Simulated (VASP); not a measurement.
The system is Ag.

```
CELL_PARAMETERS angstrom
2.93000 0.00000 0.00000
-1.46500 2.53745 0.00000
0.00000 0.00000 4.79000
ATOMIC_POSITIONS crystal
Ag 0.33333 0.66667 0.25000
Ag 0.66667 0.33333 0.75000
```

This isn't the form of Ag at room conditions, which is fcc.

* Program: VASP 6.6.1
* Task: relaxation of cell and atoms
* Functional: PBEsol
* Potentials or basis: VASP PAW PBE potentials, release 64 (Ag)
* Cutoff: 600 eV
* k mesh: 18 × 18 × 10
* Occupations: fermi-dirac, width 0.1 eV
* Spin: no spin polarisation

At the start: pressure -6.5 GPa; volume 17.81 Å³/atom.

Task: Where does the relaxation end?

Result: Over 8 steps the energy falls by 24.8 meV/atom and the volume is 16.67 Å³/atom (-6.4 %); space group P6_3/mmc (No. 194, to 0.1 Å) before and after.

The path:
```
step  energy change (eV)  largest force (eV/Å)  pressure (GPa)  volume (Å³)
   1              0.0000                0.0000           -6.47        35.61
   2             -0.0292                0.0000            5.25        32.04
   3             -0.0495                0.0000           -0.02        33.34
   4             -0.0495                0.0000            0.12        33.30
   5             -0.0496                0.0000           -0.07        33.35
   6             -0.0496                0.0000           -0.02        33.34
   7             -0.0496                0.0000           -0.04        33.34
   8             -0.0496                0.0000            0.00        33.34
```

Final structure:
```yaml
crystal:
  lattice:
    - [2.86419, 0.00000, 0.00000]
    - [-1.43210, 2.48046, 0.00000]
    - [0.00000, 0.00000, 4.69261]
  atoms:
    - { symbol: Ag, position: [0.33333, 0.66667, 0.25000] }
    - { symbol: Ag, position: [0.66667, 0.33333, 0.75000] }
```

Caveat: the PAW data sets were made with another functional, which shifts forces and pressure a little.
